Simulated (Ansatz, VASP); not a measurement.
Two plane-wave programs on VCrC2

File INCAR:

```
PREC = Accurate
ENCUT = 520
EDIFF = 1E-6
ISMEAR = -1
SIGMA = 0.05
LREAL = False
LASPH = True
NELM = 150
ALGO = Normal
ISIF = 2
LWAVE = False
LCHARG = True
ISPIN = 2
MAGMOM = 2.28 1.52 0 0
LORBIT = 11
NUPDOWN = 3.8
LMAXMIX = 4
GGA = PE
LELF = True
LVHAR = True
NBANDS = 28
```

The input KPOINTS:

```
Automatic mesh
0
Gamma
  9 9 9
```

POSCAR

```
VCrC2
1.0
    1.4606320425      0.8432963029      4.7393853233
   -1.4606320425      0.8432963029      4.7393853233
    0.0000000000     -1.6865926058      4.7393853233
Cr V C
1 1 2
Direct
    0.5000000000      0.5000000000      0.5000000000
    0.0000000000      0.0000000000      0.0000000000
    0.2487590000      0.2487590000      0.2487590000
    0.7512410000      0.7512410000      0.7512410000
```

input.yaml

```yaml
crystal:
  lattice:
    - [1.4606320425, 0.8432963029, 4.7393853233]
    - [-1.4606320425, 0.8432963029, 4.7393853233]
    - [0.0, -1.6865926058, 4.7393853233]
  atoms:
    - { symbol: Cr, position: [0.5, 0.5, 0.5], spin: 2.28 }
    - { symbol: V, position: [0.0, 0.0, 0.0], spin: 1.52 }
    - { symbol: C, position: [0.248759, 0.248759, 0.248759] }
    - { symbol: C, position: [0.751241, 0.751241, 0.751241] }
hamiltonian:
  xc: pbe
  pseudopotentials: { kind: paw }
magnetization:
  spin_polarized: true
  initial_magnetization: 3.8
  spin_locking: { lock_magnetization: hard }
kpoints:
  mp_grid: { grid: [9, 9, 9] }
scf:
  occupations: { method: fermi_dirac, width: 0.05 }
  lower_state_search: "off"
output:
  forces: true
  stress: true
  eigenvalues: true
```

Alike in both runs: task single point; functional PBE; k mesh 9 × 9 × 9; occupations fermi-dirac, width 0.05 eV; collinear spin; fixed moment 3.8 μB.

|  | VASP | Ansatz |
| --- | --- | --- |
| version | VASP 6.6.1 | Ansatz 0.2.0 |
| potentials or method | VASP PAW PBE potentials, release 64 (Cr_pv, V_sv, C) | Ansatz PAW |
| plane-wave cutoff (eV) | 520 | 420 |
| valence electrons in the cell | 33 | 35 |

|  | VASP | Ansatz | Ansatz less VASP |
| --- | --- | --- | --- |
| pressure (GPa) | 18.2 | 17.8 | -0.40 |
| traceless stress, the component that is largest in VASP (GPa) | -0.19 | -0.19 | +0.003 |
| rms of the force components (eV/Å) | 0.073 | 0.073 | +0.0003 |
| net moment per atom (μB) | 0.95 | 0.95 | 0.000 |
| size of the moment on the site where the two differ most (μB) | 2.30 | 1.98 | -0.329 |

Site moments also hang on the region over which each program counts them. Atom by atom the forces differ by 0.000 eV/Å (rms over components). VASP's potentials hold 33 valence electrons a cell and Ansatz's 35, so a difference there can come from the potentials and not from the codes.
